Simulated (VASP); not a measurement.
BaS: electric field gradients with PBE

BaS:

```
Ba S
1.0
     0.00000    3.19375    3.16181
     3.19375    0.00000    3.16181
     3.19375    3.19375    0.00000
Ba S
1 1
Direct
  0.00000 0.00000 0.00000
  0.50000 0.50000 0.50000
```

This cell differs from its parent crystal: zz strain of -1 %.

```json
{
  "Program": "VASP 6.6.1",
  "Task": "electric field gradients",
  "Functional": "PBE",
  "Potentials or basis": "VASP PAW PBE potentials, release 64 (Ba_sv, S)",
  "Cutoff": "520 eV",
  "k mesh": "8 × 8 × 8",
  "Occupations": "fermi-dirac, width 0.02 eV",
  "Spin": "no spin polarisation",
  "Dipole correction": "no",
  "Further INCAR settings": "ALGO = Normal; EDIFF = 1e-08; NBANDS = 15"
}
```

| Property | Result |
| --- | --- |
| Pressure | 1.9 GPa |
| Band gap on the k mesh | 2.06 eV, indirect (least direct gap 2.20 eV) |

Stress tensor (GPa, compression positive):
```
1.62 0.00 0.00
0.00 1.62 0.00
0.00 0.00 2.56
```

Levels at points of the mesh, in eV from the valence-band top:
| k point | band 6 | band 7 | band 8 | band 9 | band 10 | band 11 |
| --- | --- | --- | --- | --- | --- | --- |
| (0.00, 0.00, 0.00) | -0.04 | -0.04 | 0.00 | 3.62 | 3.82 | 3.82 |
| (0.50, 0.00, 0.00) | -1.98 | -1.13 | -1.13 | 5.55 | 5.70 | 6.31 |
| (0.50, 0.50, 0.00) | -0.50 | -0.17 | -0.17 | 2.06 | 5.95 | 6.07 |
| (0.50, 0.00, 0.50) | -0.55 | -0.17 | -0.13 | 2.07 | 5.91 | 6.09 |

Electric field gradients, principal values (V/Å²):
```csv
atom,least,middle,greatest (by size)
1 Ba,6.849,6.849,-13.698
2 S,1.872,1.873,-3.746
```

It took 57 s on 1 thread of Intel(R) Xeon(R) Platinum 8488C (Sapphire Rapids) (shared host), peak memory 0.23 GiB.

Caveat: the cell differs from its parent crystal (zz strain of -1 %); without QUAD_EFG the Cq values of the log hold for a quadrupole moment of 1 mb, not for the nuclei; spin-orbit coupling is left out, which moves the levels of the heavy elements. A k mesh can miss the band edges.
